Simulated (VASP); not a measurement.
Wanted: the native input for a VASP 6.6.1 run.

```yaml
Task: single point
Functional: PBE
Potentials_or_basis: VASP PAW PBE potentials, release 64 (Sn_d, S)
Cutoff: 500 eV
k_mesh: 6 × 6 × 3
Occupations: gaussian, width 0.02 eV
Spin: no spin polarisation
Dipole_correction: no
Further_INCAR_settings: ALGO = Normal; EDIFF = 1e-06; NBANDS = 20
```

The structure of SnS2 (Berndtite-2T) lies in POSCAR:

```
SnS2
1.0
    3.6150585174      0.0000000000      0.0000000000
   -1.8075292587      3.1307325079      0.0000000000
    0.0000000000      0.0000000000      5.9459814915
Sn S
1 2
Direct
    0.0000000000      0.0000000000      0.0000000000
    0.3333333333      0.6666666667      0.2500000000
    0.6666666667      0.3333333333      0.7500000000
```

The input as run:

INCAR

```
SYSTEM = SnS2
PREC = Accurate
ENCUT = 500
EDIFF = 1E-6
ISMEAR = 0
SIGMA = 0.02
LREAL = .FALSE.
LASPH = .TRUE.
NELM = 120
ALGO = Normal
ISIF = 2
LWAVE = .FALSE.
LCHARG = .TRUE.
GGA = PE
LELF = .TRUE.
LVHAR = .TRUE.
NBANDS = 20
GGA_COMPAT = .FALSE.
```

KPOINTS

```
regular mesh
0
G
  6 6 3
  0 0 0
```

Potentials or basis: VASP PAW PBE potentials, release 64 (Sn_d, S).

Run with:

```console
$ cat potpaw_PBE.64/Sn_d/POTCAR potpaw_PBE.64/S/POTCAR > POTCAR
$ mpirun -np 1 vasp_std > vasp.out
```

Results of the run:

```
Pressure               : 4.3 GPa
Largest force          : 0.111 eV/Å
Band gap on the k mesh : 1.50 eV, indirect (least direct gap 1.95 eV)
```

Caveat: spin-orbit coupling is left out, which moves the levels of the heavy elements; this functional lacks dispersion, which binds the layers, so the pressure and a relaxed spacing across them are unreliable.

Wall time 16 s on 1 thread of Intel(R) Xeon(R) Platinum 8488C (Sapphire Rapids), on a shared host, peak memory 0.18 GiB.
